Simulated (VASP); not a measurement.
# ZrC (P1) in VASP: a series of runs

ZrC is run at these levels: PBEsol; tasks: single point.

All numbers are computed with VASP 6.6.1; they aren't measurements. Logs are shortened: lines on timing, memory, paths and dates and some standing lists are left out, and cuts for length are marked.

## Step 1: The cell of the first run

The typed cell holds 4 atoms: a = 6.689 Å, b = 3.345 Å, c = 3.345 Å, α = 60.00°, β = 60.00°, γ = 60.00°.

## Step 2: Single point, PBEsol

INCAR

```
PREC = Accurate
ENCUT = 520
EDIFF = 1E-6
ISMEAR = -1
SIGMA = 0.08
LREAL = False
LASPH = True
NELM = 100
ALGO = Normal
ISIF = 2
LWAVE = False
LCHARG = False
GGA = PS
NBANDS = 24
```

KPOINTS

```
Automatic mesh
0
Gamma
  4 7 7
```

POSCAR

```
ZrC
1.0
    0.0000000000      4.7300000000      4.7300000000
    2.3650000000      0.0000000000      2.3650000000
    2.3650000000      2.3650000000      0.0000000000
Zr C
2 2
Direct
    0.2512426004      0.4943964059      0.5030251586
    0.7481238901      0.5053471459      0.4973720930
    0.0030829810      0.0107820296     -0.0075059197
    0.5017284355     -0.0088353066      0.0044885835
```

Potentials or basis: VASP PAW PBE potentials, release 64 (Zr_sv, C).

Started as:

```console
$ cat potpaw_PBE.64/Zr_sv/POTCAR potpaw_PBE.64/C/POTCAR > POTCAR
$ mpirun -np 1 vasp_std > vasp.out
```

OUTCAR:

```text
PREC = Accurate
   ENCUT = 520
   EDIFF = 1E-6
   ISMEAR = -1
   LREAL = False
   LASPH = True
   NELM = 100
   ISIF = 2
   GGA = PS

 ion  position               nearest neighbor table
   1  0.251  0.494  0.503-   3 2.32   4 2.36   4 2.37   4 2.37   3 2.38   3 2.38   2 3.32   2 3.33
                             2 3.34   2 3.35   2 3.36   2 3.37
   2  0.748  0.505  0.497-   4 2.33   4 2.35   3 2.36   3 2.38   4 2.38   3 2.40   1 3.32   1 3.33
                             1 3.34   1 3.35   1 3.36   1 3.37
   3  0.003  0.011  0.992-   1 2.32   2 2.36   2 2.38   1 2.38   1 2.38   2 2.40
   4  0.502  0.991  0.004-   2 2.33   2 2.35   1 2.36   1 2.37   1 2.37   2 2.38

  LATTYP: Found a trigonal (rhomboedric) cell.
 ALAT       =     5.7930432417
 COS(alpha) =     0.8333333333

  Lattice vectors:

 A1 = (   2.3650000000,  -2.3650000000,  -4.7300000000)
 A2 = (   4.7300000000,  -2.3650000000,  -2.3650000000)
 A3 = (   2.3650000000,  -4.7300000000,  -2.3650000000)

Analysis of symmetry for initial positions (statically):
=====================================================================
 Subroutine PRICEL returns:
 Original cell was already a primitive cell.

 Routine SETGRP: Setting up the symmetry group for a
 trigonal (rhombohedral) supercell.

 Subroutine GETGRP returns: Found  1 space group operations
 (whereof  1 operations were pure point group operations)
 out of a pool of 12 trial point group operations.

The static configuration has the point symmetry C_1 .

Analysis of symmetry for dynamics (positions and initial velocities):
=====================================================================
 Subroutine PRICEL returns:
 Original cell was already a primitive cell.

 Routine SETGRP: Setting up the symmetry group for a
 trigonal (rhombohedral) supercell.

 Subroutine GETGRP returns: Found  1 space group operations
 (whereof  1 operations were pure point group operations)
 out of a pool of 12 trial point group operations.

The dynamic configuration has the point symmetry C_1 .

 Subroutine INISYM returns: Found  1 space group operations
 (whereof  1 operations are pure point group operations),
 and found     1 'primitive' translations

----------------------------------------------------------------------------------------

                                     Primitive cell

  volume of cell :      52.9119

  direct lattice vectors                    reciprocal lattice vectors
     0.000000000  4.730000000  4.730000000    -0.105708245  0.105708245  0.105708245
     2.365000000  0.000000000  2.365000000     0.211416490 -0.211416490  0.211416490
     2.365000000  2.365000000  0.000000000     0.211416490  0.211416490 -0.211416490

  length of vectors
     6.689230150  3.344615075  3.344615075     0.183092052  0.366184103  0.366184103

  position of ions in fractional coordinates (direct lattice)
     0.251242600  0.494396406  0.503025159
     0.748123890  0.505347146  0.497372093
     0.003082981  0.010782030  0.992494080
     0.501728435  0.991164693  0.004488583

  ion indices of the primitive-cell ions
   primitive index   ion index
                 1           1
                 2           2
                 3           3
                 4           4

----------------------------------------------------------------------------------------

 KPOINTS: Automatic mesh

Automatic generation of k-mesh.
 Grid dimensions read from file:
 generate k-points for:    4    7    7

 Generating k-lattice:

  Cartesian coordinates                     Fractional coordinates (reciprocal lattice)
    -0.026427061  0.026427061  0.026427061     0.250000000  0.000000000  0.000000000
     0.030202356 -0.030202356  0.030202356     0.000000000  0.142857143  0.000000000
     0.030202356  0.030202356 -0.030202356     0.000000000  0.000000000  0.142857143

  Length of vectors
     0.045773013  0.052312015  0.052312015

  Shift w.r.t. Gamma in fractional coordinates (k-lattice)
     0.000000000  0.000000000  0.000000000

 -----------------------------------------------------------------------------
|                                                                             |
|           W    W    AA    RRRRR   N    N  II  N    N   GGGG   !!!           |
|           W    W   A  A   R    R  NN   N  II  NN   N  G    G  !!!           |
|           W    W  A    A  R    R  N N  N  II  N N  N  G       !!!           |
|           W WW W  AAAAAA  RRRRR   N  N N  II  N  N N  G  GGG   !            |
|           WW  WW  A    A  R   R   N   NN  II  N   NN  G    G                |
|           W    W  A    A  R    R  N    N  II  N    N   GGGG   !!!           |
|                                                                             |
|     Your reciprocal lattice and k-lattice belong to different lattice       |
|     classes:                                                                |
|                                                                             |
|        The reciprocal lattice is rhombohedral (trigonal),                   |
|        whereas your k-lattice is base-centered monoclinic.                  |
|                                                                             |
|     Results are often still useful ...                                      |
|                                                                             |
 -----------------------------------------------------------------------------

 WARNING: IBZKPT: internal override: KBLOWUP is changed to .FALSE.
      ... skipping the blow-up phase ...

 Subroutine IBZKPT returns following result:
 ===========================================

 Found     99 irreducible k-points:

 Following reciprocal coordinates:
            Coordinates               Weight
  0.000000  0.000000  0.000000      1.000000
  0.250000  0.000000  0.000000      2.000000
  0.500000  0.000000  0.000000      1.000000
  0.000000  0.142857  0.000000      2.000000
  0.250000  0.142857  0.000000      2.000000
  0.500000  0.142857  0.000000      2.000000
[... 16 lines left out ...]
 -0.250000  0.142857  0.142857      2.000000
  0.000000  0.285714  0.142857      2.000000
 [... further k-points ...]
   k-points           NKPTS =     99   k-points in BZ     NKDIM =     99   number of bands    NBANDS=     24
   number of dos      NEDOS =    301   number of ions     NIONS =      4
   total plane-waves  NPLWV =  39200
   dimension x,y,z NGX =    50 NGY =   28 NGZ =   28
   dimension x,y,z NGXF=   100 NGYF=   56 NGZF=   56
   ions per type =               2   2
   NGX,Y,Z   is equivalent  to a cutoff of  12.43, 13.92, 13.92 a.u.
   NGXF,Y,Z  is equivalent  to a cutoff of  24.85, 27.84, 27.84 a.u.
 SYSTEM =  unknown system
   PREC   = accura    normal or accurate (medium, high low for compatibility)
   ISTART =      0    job   : 0-new  1-cont  2-samecut
   ICHARG =      2    charge: 1-file 2-atom 10-const
   ISPIN  =      1    spin polarized calculation?
   LNONCOLLINEAR =      F non collinear calculations
   LSORBIT =      F    spin-orbit coupling
   LASPH  =      T    aspherical Exc in radial PAW
   ENCUT  =  520.0 eV  38.22 Ry    6.18 a.u.  12.44  6.22  6.22*2*pi/ulx,y,z
   NELM   =    100;   NELMIN=  2; NELMDL= -5     # of ELM steps
   EDIFF  = 0.1E-05   stopping-criterion for ELM
   LREAL  =      F    real-space projection
   EDIFFG = 0.1E-04   stopping-criterion for IOM
   NSW    =      0    number of steps for IOM
   IBRION =     -1    ionic relax: 0-MD 1-quasi-New 2-CG
   NFREE  =      0    steps in history (QN), initial steepest desc. (CG)
   ISIF   =      2    stress and relaxation
   ISYM   =      2    0-nonsym 1-usesym 2-fastsym
   POTIM  = 0.5000    time-step for ionic-motion
   TEBEG  =    0.0;   TEEND  =   0.0 temperature during run
   PSTRESS=    0.0 pullay stress
   NELECT =      32.0000    total number of electrons
   NUPDOWN=      -1.0000    fix difference up-down
   EMIN   =  10.00;   EMAX   =-10.00  energy-range for DOS
   EFERMI =   0.00;   METHOD = LEGACY
   ISMEAR =    -1;   SIGMA  =   0.08  broadening in eV -4-tet -1-fermi 0-gaus
   EFERMI_NEDOS =   21; number of points for ismear=-14 and -15
   IALGO  =     38    algorithm
   IMIX   =      4    mixing-type and parameters
     AMIX     =   0.40;   BMIX     =  1.00
     AMIX_MAG =   1.60;   BMIX_MAG =  1.00
  volume/ion in A,a.u.               =      13.23        89.27
  Fermi-wavevector in a.u.,A,eV,Ry     =   1.384439  2.616209 26.077880  1.916670
  Thomas-Fermi vector in A             =   2.508943
   LORBIT       =      0    0 simple, 1 ext, 2 COOP (PROOUT), +10 PAW based schemes
   GGA     = PS    functional components
   LHFCALC =     F    Hartree Fock is set to
   AEXX    =    0.0000 exact exchange contribution
   IVDW    =     0    specifies the selected vdW correction
   LEPSILON=     F    determine dielectric tensor
   LRPA    =     F    only Hartree local field effects (RPA)
 non-spin polarized calculation
  energy-cutoff  :      520.00
  volume of cell :       52.91
 maximum number of plane-waves:      1443
 NGX is ok and might be reduce to    50
   NGX = 25   NGY = 13   NGZ = 13

 number of electron      32.0000000 magnetization

 Free energy of the ion-electron system (eV)
  ---------------------------------------------------
  ext. energy  EPLUGINS =         0.00000000
  ---------------------------------------------------
  free energy    TOTEN  =       -41.07845040 eV

  energy without entropy =      -41.06131424  energy(sigma->0) =      -41.06988232

 E-fermi :   9.2261     XC(G=0): -12.1867

 val. band max:        9.1632153780   @ k =   0.2500   0.0000   0.1429
 cond. band min:       9.2507745378   @ k =   0.0000   0.4286   0.4286
 fundamental gap:      0.0875591598
 Fermi energy:         9.2261000559

 k-point     1 :       0.0000    0.0000    0.0000
  band No.  band energies     occupation
      1     -38.7701      2.00000
      2     -38.6736      2.00000
      3     -17.3339      2.00000
      4     -16.5994      2.00000
      5     -16.5985      2.00000
      6     -16.5231      2.00000
[... 16 lines left out ...]
     23      13.6823      0.00000
     24      14.5023      0.00000
[... 598 lines left out ...]
      2     -38.6672      2.00000
      3     -17.1196      2.00000
      4     -16.9277      2.00000
      5     -16.8123      2.00000
      6     -16.6584      2.00000
[... 16 lines left out ...]
     23      14.5249      0.00000
     24      15.3707      0.00000

 [... further k-points ...]

------------------------ aborting loop because EDIFF is reached ----------------------------------------

  FORCE on cell =-STRESS in cart. coord.  units (eV):
  Direction    XX          YY          ZZ          XY          YZ          ZX
  --------------------------------------------------------------------------------------
  -------------------------------------------------------------------------------------
  Total       -2.6785552     -2.6470599     -2.6192248      0.1012215     -0.0157613      0.0988717
  in kB      -81.1068927    -80.1532123    -79.3103624      3.0649946     -0.4772542      2.9938452
  external PRESSURE =     -80.1901558 kB  Pullay stress =       0.0000000 kB

 VOLUME and BASIS-vectors are now :
 -----------------------------------------------------------------------------
  energy-cutoff  :      520.00
  volume of cell :       52.91
      direct lattice vectors                 reciprocal lattice vectors
     0.000000000  4.730000000  4.730000000    -0.105708245  0.105708245  0.105708245
     2.365000000  0.000000000  2.365000000     0.211416490 -0.211416490  0.211416490
     2.365000000  2.365000000  0.000000000     0.211416490  0.211416490 -0.211416490

 POSITION                                       TOTAL-FORCE (eV/Angst)
 -----------------------------------------------------------------------------------
      2.35890      2.37803      2.35762         0.172170     -0.198327      0.059901
      2.37143      4.71491      4.73377        -0.183202      0.320706      0.143353
      2.37275      2.36183      0.04008        -0.079001      0.049462     -0.410673
      2.35472      2.38379      4.71728         0.090033     -0.171842      0.207419
 -----------------------------------------------------------------------------------
    total drift:                               -0.000030      0.000018      0.000002

  FREE ENERGIE OF THE ION-ELECTRON SYSTEM (eV)
  ---------------------------------------------------
  free  energy   TOTEN  =       -41.0784503951 eV

  energy  without entropy=      -41.0613142386  energy(sigma->0) =      -41.06988232
```

Wall time 2.4 min (1 thread of Intel Xeon 6975P-C, shared host); peak memory 0.26 GiB.

Results:

* Free energy: -41.0785 eV
* Pressure: -8.0 GPa
* Largest force: 0.421 eV/Å
* Band gap on the k mesh: zero (band 16 reaches 10.22 eV, above the bottom of band 17 at 8.95 eV)

Forces in eV/Å, atoms in the order of the input:
```
Zr   0.172 -0.198  0.060
Zr  -0.183  0.321  0.143
C   -0.079  0.049 -0.411
C    0.090 -0.172  0.207
```

Caveat: the PAW data sets were made with another functional, which shifts forces and pressure a little.

## Step 3: Single point, PBEsol

INCAR

```
SYSTEM = ZrC
  PREC = Accurate
  ENCUT = 520
  EDIFF = 1E-7
  ISMEAR = -1
  SIGMA = 0.08
  LREAL = .False.
  LASPH = .True.
  NELM = 100
  ALGO = Normal
  ISIF = 2
  LWAVE = .False.
  LCHARG = .False.
  GGA = PS
  NBANDS = 24
```

KPOINTS

```
Automatic mesh
0
Gamma
  4 7 7
  0 0 0
```

POSCAR

```
ZrC
1.0
    0.0000000000      4.7300000000      4.7300000000
    2.3650000000      0.0000000000      2.3650000000
    2.3650000000      2.3650000000      0.0000000000
Zr C
2 2
Direct
    0.2512394292      0.4943989429      0.5030255814
    0.7481211416      0.5053488372      0.4973737844
    0.0031079281      0.0107672304     -0.0075139535
    0.5017485201     -0.0088496829      0.0044797040
```

Potentials or basis: VASP PAW PBE potentials, release 64 (Zr_sv, C).

Started as:

```console
$ cat potpaw_PBE.64/Zr_sv/POTCAR potpaw_PBE.64/C/POTCAR > POTCAR
$ mpirun -np 1 vasp_std > vasp.out
```

It took 2.6 min on 1 thread of Intel Xeon 6975P-C, shared host; peak memory 0.26 GiB.

The run converged. Its results:

```yaml
Free_energy: -41.0784 eV
Pressure: -8.0 GPa
Largest_force: 0.422 eV/Å
Band_gap_on_the_k_mesh: zero (band 16 reaches 10.22 eV, above the bottom of band 17 at 8.95 eV)
```

Forces on the atoms (eV/Å):
```
Zr   0.172 -0.198  0.061
Zr  -0.184  0.321  0.144
C   -0.079  0.049 -0.411
C    0.090 -0.172  0.207
```

Stress tensor (GPa, compression positive):
```
-8.11  0.31  0.30
 0.31 -8.02 -0.05
 0.30 -0.05 -7.93
```

Levels at points of the mesh, in eV from the Fermi level:
```tsv
k point	band 13	band 14	band 15	band 16	band 17	band 18	band 19	band 20
(0.00, 0.00, 0.00)	-2.83	0.93	0.94	0.99	1.10	1.16	1.17	2.80
(0.50, 0.00, 0.00)	-1.74	-1.72	-1.62	-1.61	2.45	2.49	2.61	2.64
```

Caveat: the PAW data sets were made with another functional, which shifts forces and pressure a little.
